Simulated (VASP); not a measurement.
# TlBr (Pm-3m) in VASP: dielectric tensor with LDA

Aim: the dielectric tensor of TlBr with LDA.

All numbers are computed with VASP 6.6.1; they aren't measurements. Logs are shortened: lines on timing, memory, paths and dates and some standing lists are left out, and cuts for length are marked.

## 1. The cell of the first run

Symmetry: Pm-3m, No. 221, cubic system. The conventional cell has a = 3.980 Å, b = 3.980 Å, c = 3.980 Å, α = 90.00°, β = 90.00°, γ = 90.00°. Within 4.5 Å of Tl (site symmetry m-3m) lie 8 Br at 3.45 Å and 6 Tl at 3.98 Å. Br (site symmetry m-3m) has 8 Tl at 3.45 Å and 6 Br at 3.98 Å within 4.5 Å.

## 2. Dielectric tensor, LDA

File INCAR:

```
  PREC = Accurate
  ENCUT = 400
  EDIFF = 1E-8
  ISMEAR = 0
  SIGMA = 0.01
  LREAL = F
  LASPH = T
  NELM = 120
  ALGO = Normal
  ISIF = 2
  LWAVE = F
  LCHARG = F
  LEPSILON = T
  GGA_COMPAT = F
```

File KPOINTS:

```
Automatic mesh
0
Gamma
  4 4 4
```

File POSCAR:

```
TlBr
1.0
    3.9800000000      0.0000000000      0.0000000000
    0.0000000000      3.9800000000      0.0000000000
    0.0000000000      0.0000000000      3.9800000000
Tl Br
1 1
Direct
    0.0000000000      0.0000000000      0.0000000000
    0.5000000000      0.5000000000      0.5000000000
```

Potentials or basis: VASP PAW LDA potentials, release 64 (Tl_d, Br).

Run with:

```
> cat potpaw_LDA.64/Tl_d/POTCAR potpaw_LDA.64/Br/POTCAR > POTCAR
> mpirun -np 1 vasp_std > vasp.out
```

OUTCAR:

```text
PREC = Accurate
   ENCUT = 400
   EDIFF = 1E-8
   ISMEAR = 0
   LREAL = F
   LASPH = T
   NELM = 120
   ISIF = 2
   LEPSILON = T

 ion  position               nearest neighbor table
   1  0.000  0.000  0.000-   2 3.45   2 3.45   2 3.45   2 3.45   2 3.45   2 3.45   2 3.45   2 3.45

   2  0.500  0.500  0.500-   1 3.45   1 3.45   1 3.45   1 3.45   1 3.45   1 3.45   1 3.45   1 3.45

  LATTYP: Found a simple cubic cell.
 ALAT       =     3.9800000000

  Lattice vectors:

 A1 = (   3.9800000000,   0.0000000000,   0.0000000000)
 A2 = (   0.0000000000,   3.9800000000,   0.0000000000)
 A3 = (   0.0000000000,   0.0000000000,   3.9800000000)

Analysis of symmetry for initial positions (statically):
=====================================================================
 Subroutine PRICEL returns:
 Original cell was already a primitive cell.

 Routine SETGRP: Setting up the symmetry group for a
 simple cubic supercell.

 Subroutine GETGRP returns: Found 48 space group operations
 (whereof 48 operations were pure point group operations)
 out of a pool of 48 trial point group operations.

The static configuration has the point symmetry O_h .

Analysis of symmetry for dynamics (positions and initial velocities):
=====================================================================
 Subroutine PRICEL returns:
 Original cell was already a primitive cell.

 Routine SETGRP: Setting up the symmetry group for a
 simple cubic supercell.

 Subroutine GETGRP returns: Found 48 space group operations
 (whereof 48 operations were pure point group operations)
 out of a pool of 48 trial point group operations.

The dynamic configuration has the point symmetry O_h .

 Subroutine INISYM returns: Found 48 space group operations
 (whereof 48 operations are pure point group operations),
 and found     1 'primitive' translations

----------------------------------------------------------------------------------------

                                     Primitive cell

  volume of cell :      63.0448

  direct lattice vectors                    reciprocal lattice vectors
     3.980000000  0.000000000  0.000000000     0.251256281  0.000000000  0.000000000
     0.000000000  3.980000000  0.000000000     0.000000000  0.251256281  0.000000000
     0.000000000  0.000000000  3.980000000     0.000000000  0.000000000  0.251256281

  length of vectors
     3.980000000  3.980000000  3.980000000     0.251256281  0.251256281  0.251256281

  position of ions in fractional coordinates (direct lattice)
     0.000000000  0.000000000  0.000000000
     0.500000000  0.500000000  0.500000000

  ion indices of the primitive-cell ions
   primitive index   ion index
                 1           1
                 2           2

----------------------------------------------------------------------------------------

 KPOINTS: Automatic mesh

Automatic generation of k-mesh.
 Grid dimensions read from file:
 generate k-points for:    4    4    4

 Generating k-lattice:

  Cartesian coordinates                     Fractional coordinates (reciprocal lattice)
     0.062814070  0.000000000  0.000000000     0.250000000  0.000000000  0.000000000
     0.000000000  0.062814070  0.000000000     0.000000000  0.250000000  0.000000000
     0.000000000  0.000000000  0.062814070     0.000000000  0.000000000  0.250000000

  Length of vectors
     0.062814070  0.062814070  0.062814070

  Shift w.r.t. Gamma in fractional coordinates (k-lattice)
     0.000000000  0.000000000  0.000000000

 Subroutine IBZKPT returns following result:
 ===========================================

 Found     10 irreducible k-points:
[... 62 lines left out ...]
 non-spin polarized calculation
 Gauss-broadening in eV      SIGMA  =   0.01
  energy-cutoff  :      400.00
  volume of cell :       63.04
 maximum number of plane-waves:      1189
 NGX is ok and might be reduce to    28
   NGX = 13   NGY = 13   NGZ = 13

--------------------------------------- Ionic step        1  -------------------------------------------

 number of electron      20.0000001 magnetization

 E-fermi :   2.3372     XC(G=0):  -9.3797

 val. band max:        2.2196571834   @ k =   0.5000   0.0000   0.0000
 cond. band min:       3.8578696389   @ k =   0.5000   0.0000   0.0000
 fundamental gap:      1.6382124555
 Fermi energy:         2.3371583874

 k-point     1 :       0.0000    0.0000    0.0000
  band No.  band energies     occupation
      1     -11.5202      2.00000
      2      -7.8802      2.00000
      3      -7.8802      2.00000
      4      -7.7011      2.00000
      5      -7.7011      2.00000
      6      -7.7011      2.00000
      7      -2.5611      2.00000
      8       0.9148      2.00000
      9       0.9148      2.00000
     10       0.9148      2.00000
     11       9.0566      0.00000
     12       9.0566      0.00000
     13       9.2862      0.00000
     14       9.2862      0.00000
[... 139 lines left out ...]
      1     -10.9711      2.00000
      2      -7.8409      2.00000
      3      -7.8409      2.00000
      4      -7.8409      2.00000
      5      -7.6406      2.00000
      6      -7.6406      2.00000
      7      -0.6239      2.00000
      8       0.2938      2.00000
      9       0.2938      2.00000
     10       0.2938      2.00000
     11       4.1621      0.00000
     12       4.1621      0.00000
     13       4.1621      0.00000
     14      14.8183      0.00000

  FORCE on cell =-STRESS in cart. coord.  units (eV):
  Direction    XX          YY          ZZ          XY          YZ          ZX
  --------------------------------------------------------------------------------------
  -------------------------------------------------------------------------------------
  Total       -1.0350023     -1.0350023     -1.0350023      0.0000000      0.0000000     -0.0000000
  in kB      -26.3028435    -26.3028435    -26.3028435      0.0000000      0.0000000     -0.0000000
  external PRESSURE =     -26.3028435 kB  Pullay stress =       0.0000000 kB

 VOLUME and BASIS-vectors are now :
 -----------------------------------------------------------------------------
  energy-cutoff  :      400.00
  volume of cell :       63.04
      direct lattice vectors                 reciprocal lattice vectors
     3.980000000  0.000000000  0.000000000     0.251256281  0.000000000  0.000000000
     0.000000000  3.980000000  0.000000000     0.000000000  0.251256281  0.000000000
     0.000000000  0.000000000  3.980000000     0.000000000  0.000000000  0.251256281

 POSITION                                       TOTAL-FORCE (eV/Angst)
 -----------------------------------------------------------------------------------
      0.00000      0.00000      0.00000         0.000000      0.000000      0.000000
      1.99000      1.99000      1.99000         0.000000      0.000000      0.000000
 -----------------------------------------------------------------------------------
    total drift:                               -0.000000      0.000000      0.000000

  FREE ENERGIE OF THE ION-ELECTRON SYSTEM (eV)
  ---------------------------------------------------
  free  energy   TOTEN  =        -6.4834821291 eV

  energy  without entropy=       -6.4834821291  energy(sigma->0) =       -6.48348213

 HEAD OF MICROSCOPIC STATIC DIELECTRIC TENSOR (INDEPENDENT PARTICLE, excluding Hartree and local field effects)
 ------------------------------------------------------
           8.561335    -0.000000    -0.000000
           0.000000     8.561335     0.000000
          -0.000000     0.000000     8.561335
 ------------------------------------------------------

 Free energy of the ion-electron system (eV)
  ---------------------------------------------------
  ---------------------------------------------------
  free energy    TOTEN  =        -1.27690722 eV

  energy without entropy =       -1.27690722

------------------------ aborting loop because EDIFF is reached ----------------------------------------

--------------------------------------- Ionic step        2  -------------------------------------------

------------------------ aborting loop because EDIFF is reached ----------------------------------------

--------------------------------------- Ionic step        3  -------------------------------------------

 Free energy of the ion-electron system (eV)
  ---------------------------------------------------
  ---------------------------------------------------
  free energy    TOTEN  =        -1.27690552 eV

  energy without entropy =       -1.27690552

------------------------ aborting loop because EDIFF is reached ----------------------------------------

 PIEZOELECTRIC TENSOR FIELD DIRECTION 3  (e Angst)
 -----------------------------------------------------------------------------
    -0.00353  0.00000  0.00000           (  0.00000  0.00000  0.00000)
     0.00000 -0.00353 -0.00000           (  0.00000  0.00000  0.00000)
     0.00000 -0.00000  0.00706           (  0.00000  0.00000 -0.00001)

 PIEZOELECTRIC TENSOR FIELD DIRECTION 3  (C/m^2)
 -----------------------------------------------------------------------------
    -0.00090  0.00000  0.00000
     0.00000 -0.00090 -0.00000
     0.00000 -0.00000  0.00179

 MACROSCOPIC STATIC DIELECTRIC TENSOR (including local field effects in DFT)
 ------------------------------------------------------
           7.893382     0.000000     0.000000
           0.000000     7.893382     0.000000
          -0.000000    -0.000000     7.893382
 ------------------------------------------------------

 PIEZOELECTRIC TENSOR (including local field effects)  for field in x, y, z        (e  Angst)
          XX          YY          ZZ          XY          YZ          ZX
  --------------------------------------------------------------------------------
  x     0.00000     0.00000     0.00000     0.00000     0.00000     0.00000
  y     0.00000     0.00000     0.00000     0.00000     0.00000     0.00000
  z     0.00000     0.00000     0.00000     0.00000     0.00000     0.00000

 PIEZOELECTRIC TENSOR (including local field effects)  for field in x, y, z        (C/m^2)
          XX          YY          ZZ          XY          YZ          ZX
  --------------------------------------------------------------------------------
  x     0.00000     0.00000     0.00000     0.00000     0.00000     0.00000
  y     0.00000     0.00000     0.00000     0.00000     0.00000     0.00000
  z     0.00000     0.00000     0.00000     0.00000     0.00000     0.00000

 BORN EFFECTIVE CHARGES (including local field effects) (in |e|, cummulative output)
 ---------------------------------------------------------------------------------
 ion    1
    1     2.18320     0.00000    -0.00000
    2    -0.00000     2.18320     0.00000
    3    -0.00000    -0.00000     2.18320
 ion    2
    1    -2.18320     0.00000     0.00000
    2     0.00000    -2.18320    -0.00000
    3     0.00000     0.00000    -2.18320
```

Run time: 1.9 min. Hardware: 1 thread of Intel Xeon 8259CL, shared host; peak memory 0.17 GiB.

What came out:

```yaml
Band_gap_on_the_k_mesh: 1.64 eV
Electronic_dielectric_tensor_diagonal: 7.89
Born_charges_mean_of_the_diagonal: Tl +2.18; Br -2.18 e
```

Levels at points of the mesh, in eV from the valence-band top:
| k point | band 7 | band 8 | band 9 | band 10 | band 11 | band 12 | band 13 | band 14 |
| --- | --- | --- | --- | --- | --- | --- | --- | --- |
| (0.00, 0.00, 0.00) | -4.78 | -1.30 | -1.30 | -1.30 | 6.84 | 6.84 | 7.07 | 7.07 |
| (0.50, 0.00, 0.00) | -5.64 | -0.78 | -0.78 | 0.00 | 1.64 | 5.60 | 5.60 | 7.85 |
| (0.50, 0.50, 0.00) | -3.86 | -2.98 | -2.98 | -0.70 | 4.72 | 4.72 | 7.21 | 7.50 |
| (0.50, 0.50, 0.50) | -2.84 | -1.93 | -1.93 | -1.93 | 1.94 | 1.94 | 1.94 | 12.60 |

Electronic dielectric tensor:
```
7.89 0.00 0.00
0.00 7.89 0.00
0.00 0.00 7.89
```

Born effective charge tensors (e):
atom 1, Tl
```
2.18 0.00 0.00
0.00 2.18 0.00
0.00 0.00 2.18
```
atom 2, Br
```
-2.18  0.00  0.00
 0.00 -2.18  0.00
 0.00  0.00 -2.18
```

Caveat: spin-orbit coupling is left out, which moves the levels of the heavy elements.
